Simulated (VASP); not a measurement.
CrB2: electric field gradients with LDA

The system is CrB2.

```xyz
3
Lattice="2.9461 0.0000 0.0000 -1.4731 2.5514 0.0000 0.0000 0.0000 2.8630" Properties=species:S:1:pos:R:3 pbc="T T T"
Cr    0.0000    0.0000    0.0000
B     0.0000    1.7009    1.4315
B     1.4731    0.8505    1.4315
```

* Program: VASP 6.6.1
* Task: electric field gradients
* Functional: LDA
* Potentials or basis: VASP PAW LDA potentials, release 64 (Cr_pv, B)
* Cutoff: 520 eV
* k mesh: 18 × 18 × 14
* Occupations: fermi-dirac, width 0.15 eV
* Spin: no spin polarisation
* Dipole correction: no
* Further INCAR settings: ALGO = Normal; EDIFF = 1e-08; NBANDS = 16

The pressure is 0.5 GPa. The band gap on the k mesh is zero (bands 9 and 10 overlap by 1.97 eV) and the largest electric field gradient by atom is Cr +14.9; B +6.1 V/Å².

Stress tensor (GPa, compression positive):
```
0.61 0.00 0.00
0.00 0.61 0.00
0.00 0.00 0.36
```

Levels at points of the mesh, in eV from the Fermi level:
| k point | band 7 | band 8 | band 9 | band 10 | band 11 | band 12 |
| --- | --- | --- | --- | --- | --- | --- |
| (0.00, 0.00, 0.00) | -3.78 | -2.24 | -0.33 | -0.33 | 2.70 | 2.70 |
| (0.50, 0.00, 0.00) | -4.08 | -4.04 | -0.71 | 0.14 | 0.72 | 3.84 |
| (0.00, 0.00, 0.50) | -2.59 | -1.62 | -1.62 | -1.45 | -1.45 | 0.41 |
| (0.50, 0.00, 0.50) | -5.57 | -4.96 | 0.39 | 0.55 | 2.95 | 3.10 |

Electric field gradients, principal values (V/Å²):
```tsv
atom	least	middle	greatest (by size)
1 Cr	-7.458	-7.463	14.921
2 B	-3.042	-3.042	6.084
3 B	-3.042	-3.042	6.084
```

Run time: 33 s on 1 thread of Intel(R) Xeon(R) 6975P-C (Granite Rapids), on a shared host, peak memory 0.2 GiB.

Caveat: without QUAD_EFG the Cq values of the log hold for a quadrupole moment of 1 mb, not for the nuclei; the run has no spin polarisation, though such a crystal can be magnetic. Spin polarisation is off, so any magnetic state and its effect on volume and gap are missing.
